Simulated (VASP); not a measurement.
# MgZn4 (Pm-3m) in VASP: single point with PBE

Aim: the single point of MgZn4 with PBE.

Program: VASP 6.6.1. These are calculated values, not measurements. Logs are shortened: lines on timing, memory, paths and dates and some standing lists are left out, and cuts for length are marked.

### 1 The cell of the first run

The structure is cubic, space group Pm-3m (No. 221). Conventional cell: a = 4.251 Å, b = 4.251 Å, c = 4.251 Å, α = 90.00°, β = 90.00°, γ = 90.00°. Within 2.8 Å of Mg (site symmetry m-3m) lie 6 Zn at 2.13 Å. Within 4.0 Å of Zn (site symmetry m-3m) lie 12 Zn at 3.01 Å and 8 Mg at 3.68 Å. Within 2.8 Å of Zn (site symmetry 4/mmm) lie 2 Mg at 2.13 Å.

The cell was built from a structure type or drawn by symmetry, and may not be a known phase.

### 2 Single point, PBE

INCAR reads:

```
PREC     = Accurate       # precision mode
ENCUT    = 520            # plane-wave cutoff, eV
EDIFF    = 1E-6           # SCF threshold, eV
ISMEAR   = 0              # smearing method
SIGMA    = 0.1            # smearing width, eV
LREAL    = F              # projectors in reciprocal space
LASPH    = T              # aspherical terms in the spheres
NELM     = 60             # most SCF steps
ALGO     = Normal         # electronic algorithm
ISIF     = 2              # what is computed and relaxed
LWAVE    = F              # write WAVECAR
LCHARG   = F              # write CHGCAR
GGA      = PE             # functional
NBANDS   = 33             # bands
```

KPOINTS reads:

```
Automatic mesh
0
Gamma
  4 4 4
```

POSCAR reads:

```
MgZn4
1.0
    4.2512440200      0.0000000000      0.0000000000
    0.0000000000      4.2512440200      0.0000000000
    0.0000000000      0.0000000000      4.2512440200
Mg Zn
1 4
Direct
    0.5000000000      0.5000000000      0.5000000000
    0.0000000000      0.0000000000      0.0000000000
    0.5000000000      0.5000000000      0.0000000000
    0.5000000000      0.0000000000      0.5000000000
    0.0000000000      0.5000000000      0.5000000000
```

Potentials or basis: VASP PAW PBE potentials, release 64 (Mg, Zn).

Launch:

```bash
cat potpaw_PBE.64/Mg/POTCAR potpaw_PBE.64/Zn/POTCAR > POTCAR
mpirun -np 1 vasp_std > vasp.out
```

OUTCAR:

```text
PREC = Accurate
   ENCUT = 520
   EDIFF = 1E-6
   ISMEAR = 0
   LREAL = F
   LASPH = T
   NELM = 60
   ISIF = 2
   GGA = PE

 ion  position               nearest neighbor table
   1  0.500  0.500  0.500-   3 2.13   4 2.13   5 2.13   3 2.13   4 2.13   5 2.13
   2  0.000  0.000  0.000-   3 3.01   4 3.01   5 3.01   4 3.01   5 3.01   3 3.01   5 3.01   5 3.01
                             3 3.01   4 3.01   4 3.01   3 3.01
   3  0.500  0.500  0.000-   1 2.13   1 2.13   4 3.01   5 3.01   2 3.01   4 3.01   5 3.01   2 3.01
                             4 3.01   4 3.01   2 3.01   5 3.01   5 3.01   2 3.01
   4  0.500  0.000  0.500-   1 2.13   1 2.13   3 3.01   5 3.01   2 3.01   3 3.01   2 3.01   3 3.01
                             5 3.01   3 3.01   2 3.01   5 3.01   2 3.01   5 3.01
   5  0.000  0.500  0.500-   1 2.13   1 2.13   3 3.01   4 3.01   2 3.01   3 3.01   2 3.01   4 3.01
                             2 3.01   2 3.01   3 3.01   4 3.01   3 3.01   4 3.01

  LATTYP: Found a simple cubic cell.
 ALAT       =     4.2512440200

  Lattice vectors:

 A1 = (   4.2512440200,   0.0000000000,   0.0000000000)
 A2 = (   0.0000000000,   4.2512440200,   0.0000000000)
 A3 = (   0.0000000000,   0.0000000000,   4.2512440200)

Analysis of symmetry for initial positions (statically):
=====================================================================
 Subroutine PRICEL returns:
 Original cell was already a primitive cell.

 Routine SETGRP: Setting up the symmetry group for a
 simple cubic supercell.

 Subroutine GETGRP returns: Found 48 space group operations
 (whereof 48 operations were pure point group operations)
 out of a pool of 48 trial point group operations.

The static configuration has the point symmetry O_h .

Analysis of symmetry for dynamics (positions and initial velocities):
=====================================================================
 Subroutine PRICEL returns:
 Original cell was already a primitive cell.

 Routine SETGRP: Setting up the symmetry group for a
 simple cubic supercell.

 Subroutine GETGRP returns: Found 48 space group operations
 (whereof 48 operations were pure point group operations)
 out of a pool of 48 trial point group operations.

The dynamic configuration has the point symmetry O_h .

 Subroutine INISYM returns: Found 48 space group operations
 (whereof 48 operations are pure point group operations),
 and found     1 'primitive' translations

----------------------------------------------------------------------------------------

                                     Primitive cell

  volume of cell :      76.8331

  direct lattice vectors                    reciprocal lattice vectors
     4.251244020  0.000000000  0.000000000     0.235225265  0.000000000  0.000000000
     0.000000000  4.251244020  0.000000000     0.000000000  0.235225265  0.000000000
     0.000000000  0.000000000  4.251244020     0.000000000  0.000000000  0.235225265

  length of vectors
     4.251244020  4.251244020  4.251244020     0.235225265  0.235225265  0.235225265

  position of ions in fractional coordinates (direct lattice)
     0.500000000  0.500000000  0.500000000
     0.000000000  0.000000000  0.000000000
     0.500000000  0.500000000  0.000000000
     0.500000000  0.000000000  0.500000000
     0.000000000  0.500000000  0.500000000

  ion indices of the primitive-cell ions
   primitive index   ion index
                 1           1
                 2           2
                 3           3
                 4           4
                 5           5

----------------------------------------------------------------------------------------

 KPOINTS: Automatic mesh

Automatic generation of k-mesh.
 Grid dimensions read from file:
 generate k-points for:    4    4    4

 Generating k-lattice:

  Cartesian coordinates                     Fractional coordinates (reciprocal lattice)
     0.058806316  0.000000000  0.000000000     0.250000000  0.000000000  0.000000000
     0.000000000  0.058806316  0.000000000     0.000000000  0.250000000  0.000000000
     0.000000000  0.000000000  0.058806316     0.000000000  0.000000000  0.250000000

  Length of vectors
     0.058806316  0.058806316  0.058806316

  Shift w.r.t. Gamma in fractional coordinates (k-lattice)
     0.000000000  0.000000000  0.000000000

 Subroutine IBZKPT returns following result:
 ===========================================

 Found     10 irreducible k-points:

 Following reciprocal coordinates:
            Coordinates               Weight
  0.000000  0.000000  0.000000      1.000000
  0.250000  0.000000  0.000000      6.000000
  0.500000  0.000000  0.000000      3.000000
  0.250000  0.250000  0.000000     12.000000
  0.500000  0.250000  0.000000     12.000000
  0.500000  0.500000  0.000000      3.000000
  0.250000  0.250000  0.250000      8.000000
  0.500000  0.250000  0.250000     12.000000
  0.500000  0.500000  0.250000      6.000000
  0.500000  0.500000  0.500000      1.000000
   k-points           NKPTS =     10   k-points in BZ     NKDIM =     10   number of bands    NBANDS=     33
   number of dos      NEDOS =    301   number of ions     NIONS =      5
   total plane-waves  NPLWV =  32768
   dimension x,y,z NGX =    32 NGY =   32 NGZ =   32
   dimension x,y,z NGXF=    64 NGYF=   64 NGZF=   64
   ions per type =               1   4
   NGX,Y,Z   is equivalent  to a cutoff of  12.51, 12.51, 12.51 a.u.
   NGXF,Y,Z  is equivalent  to a cutoff of  25.03, 25.03, 25.03 a.u.
 SYSTEM =  unknown system
   PREC   = accura    normal or accurate (medium, high low for compatibility)
   ISTART =      0    job   : 0-new  1-cont  2-samecut
   ICHARG =      2    charge: 1-file 2-atom 10-const
   ISPIN  =      1    spin polarized calculation?
   LNONCOLLINEAR =      F non collinear calculations
   LSORBIT =      F    spin-orbit coupling
   LASPH  =      T    aspherical Exc in radial PAW
   ENCUT  =  520.0 eV  38.22 Ry    6.18 a.u.   7.90  7.90  7.90*2*pi/ulx,y,z
   NELM   =     60;   NELMIN=  2; NELMDL= -5     # of ELM steps
   EDIFF  = 0.1E-05   stopping-criterion for ELM
   LREAL  =      F    real-space projection
   EDIFFG = 0.1E-04   stopping-criterion for IOM
   NSW    =      0    number of steps for IOM
   IBRION =     -1    ionic relax: 0-MD 1-quasi-New 2-CG
   NFREE  =      0    steps in history (QN), initial steepest desc. (CG)
   ISIF   =      2    stress and relaxation
   ISYM   =      2    0-nonsym 1-usesym 2-fastsym
   POTIM  = 0.5000    time-step for ionic-motion
   TEBEG  =    0.0;   TEEND  =   0.0 temperature during run
   PSTRESS=    0.0 pullay stress
   NELECT =      50.0000    total number of electrons
   NUPDOWN=      -1.0000    fix difference up-down
   EMIN   =  10.00;   EMAX   =-10.00  energy-range for DOS
   EFERMI =   0.00;   METHOD = LEGACY
   ISMEAR =     0;   SIGMA  =   0.10  broadening in eV -4-tet -1-fermi 0-gaus
   EFERMI_NEDOS =   21; number of points for ismear=-14 and -15
   IALGO  =     38    algorithm
   IMIX   =      4    mixing-type and parameters
     AMIX     =   0.40;   BMIX     =  1.00
     AMIX_MAG =   1.60;   BMIX_MAG =  1.00
  volume/ion in A,a.u.               =      15.37       103.70
  Fermi-wavevector in a.u.,A,eV,Ry     =   1.418672  2.680902 27.383514  2.012631
  Thomas-Fermi vector in A             =   2.539773
   LORBIT       =      0    0 simple, 1 ext, 2 COOP (PROOUT), +10 PAW based schemes
   GGA     = PE    functional components
   LHFCALC =     F    Hartree Fock is set to
   AEXX    =    0.0000 exact exchange contribution
   IVDW    =     0    specifies the selected vdW correction
   LEPSILON=     F    determine dielectric tensor
   LRPA    =     F    only Hartree local field effects (RPA)
 non-spin polarized calculation
 Gauss-broadening in eV      SIGMA  =   0.10
  energy-cutoff  :      520.00
  volume of cell :       76.83
 maximum number of plane-waves:      2103
 NGX is ok and might be reduce to    32
   NGX = 15   NGY = 15   NGZ = 15

 number of electron      50.0000149 magnetization

 Free energy of the ion-electron system (eV)
  ---------------------------------------------------
  ext. energy  EPLUGINS =         0.00000000
  ---------------------------------------------------
  free energy    TOTEN  =         0.75300890 eV

  energy without entropy =        0.75890319  energy(sigma->0) =        0.75595605

 E-fermi :   3.2889     XC(G=0): -11.0574

 val. band max:        3.2643607617   @ k =   0.5000   0.0000   0.0000
 cond. band min:       3.3961163110   @ k =   0.0000   0.0000   0.0000
 fundamental gap:      0.1317555493
 Fermi energy:         3.2889130719

 k-point     1 :       0.0000    0.0000    0.0000
  band No.  band energies     occupation
      1      -6.9058      2.00000
      2      -5.3426      2.00000
      3      -5.2622      2.00000
      4      -5.2622      2.00000
      5      -5.2622      2.00000
      6      -4.9320      2.00000
[... 25 lines left out ...]
     32       9.7462      0.00000
     33       9.7462      0.00000

 k-point     2 :       0.2500    0.0000    0.0000
  band No.  band energies     occupation
      1      -6.4812      2.00000
      2      -5.2338      2.00000
      3      -5.1641      2.00000
      4      -5.1641      2.00000
      5      -5.1593      2.00000
      6      -4.9672      2.00000
[... 25 lines left out ...]
     32       9.8935      0.00000
     33       9.8935      0.00000
[... 250 lines left out ...]
     32      11.4489      0.00000
     33      11.5820      0.00000

 k-point    10 :       0.5000    0.5000    0.5000
  band No.  band energies     occupation
      1      -5.4519      2.00000
      2      -5.4519      2.00000
      3      -5.4519      2.00000
      4      -4.9407      2.00000
      5      -4.8882      2.00000
      6      -4.8882      2.00000
[... 25 lines left out ...]
     32      14.1083      0.00000
     33      14.1083      0.00000

------------------------ aborting loop because EDIFF is reached ----------------------------------------

  FORCE on cell =-STRESS in cart. coord.  units (eV):
  Direction    XX          YY          ZZ          XY          YZ          ZX
  --------------------------------------------------------------------------------------
  -------------------------------------------------------------------------------------
  Total       14.9700006     14.9700006     14.9700006      0.0000000      0.0000000      0.0000000
  in kB      312.1650645    312.1650645    312.1650645      0.0000000      0.0000000      0.0000000
  external PRESSURE =     312.1650645 kB  Pullay stress =       0.0000000 kB

 VOLUME and BASIS-vectors are now :
 -----------------------------------------------------------------------------
  energy-cutoff  :      520.00
  volume of cell :       76.83
      direct lattice vectors                 reciprocal lattice vectors
     4.251244020  0.000000000  0.000000000     0.235225265  0.000000000  0.000000000
     0.000000000  4.251244020  0.000000000     0.000000000  0.235225265  0.000000000
     0.000000000  0.000000000  4.251244020     0.000000000  0.000000000  0.235225265

 POSITION                                       TOTAL-FORCE (eV/Angst)
 -----------------------------------------------------------------------------------
      2.12562      2.12562      2.12562         0.000000      0.000000      0.000000
      0.00000      0.00000      0.00000         0.000000      0.000000      0.000000
      2.12562      2.12562      0.00000         0.000000      0.000000      0.000000
      2.12562      0.00000      2.12562         0.000000      0.000000      0.000000
      0.00000      2.12562      2.12562         0.000000      0.000000      0.000000
 -----------------------------------------------------------------------------------
    total drift:                                0.000000     -0.000000     -0.000000

  FREE ENERGIE OF THE ION-ELECTRON SYSTEM (eV)
  ---------------------------------------------------
  free  energy   TOTEN  =         0.7530089018 eV

  energy  without entropy=        0.7589031917  energy(sigma->0) =        0.75595605
```

Wall time 38 s (1 thread of AMD EPYC 7R13, shared host); peak memory 0.15 GiB.

What came out:

```yaml
Free_energy: 0.7530 eV
Pressure: 31.2 GPa
Band_gap_on_the_k_mesh: zero (bands 25 and 26 overlap by 4.36 eV)
```

Caveat: the k points lie up to 0.37 Å⁻¹ apart, too coarse for converged energies and pressures of a metal.
